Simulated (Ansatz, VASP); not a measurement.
## BiTe in VASP and in Ansatz

```
Bi Te
1.0
     0.00000    3.29845    3.29845
     3.29845    0.00000    3.29845
     3.29845    3.29845    0.00000
Bi Te
1 1
Cartesian
  0.0000 0.0000 0.0000
  3.2984 3.2984 3.2984
```

Change from the starting cell: volume scaled by 1.06, ions relaxed.

Alike in both runs: functional PBE; k mesh 13 × 13 × 13; occupations fermi-dirac, width 0.05 eV; no spin polarisation.

Ansatz relaxed the structure, and its values are those at the end. VASP's run is a single point on that final structure, the one shown.

|  | VASP | Ansatz |
| --- | --- | --- |
| version | VASP 6.6.1 | Ansatz 0.2.0 |
| potentials or method | VASP PAW PBE potentials, release 64 (Bi_d, Te) | plane-wave PAW, scalar-relativistic |
| plane-wave cutoff (eV) | 520 | 420 |
| valence electrons in the cell | 21 | 31 |

```tsv
	VASP	Ansatz	Ansatz less VASP
pressure (GPa)	-1.9	-1.8	+0.06
```

With one functional, cell and mesh, what is left measures potentials, basis and numerics. VASP's potentials hold 21 valence electrons a cell and Ansatz's 31, so a difference there can come from the potentials and not from the codes. Ansatz's warnings: stress scf threshold loose.

Spin-orbit coupling is off throughout.
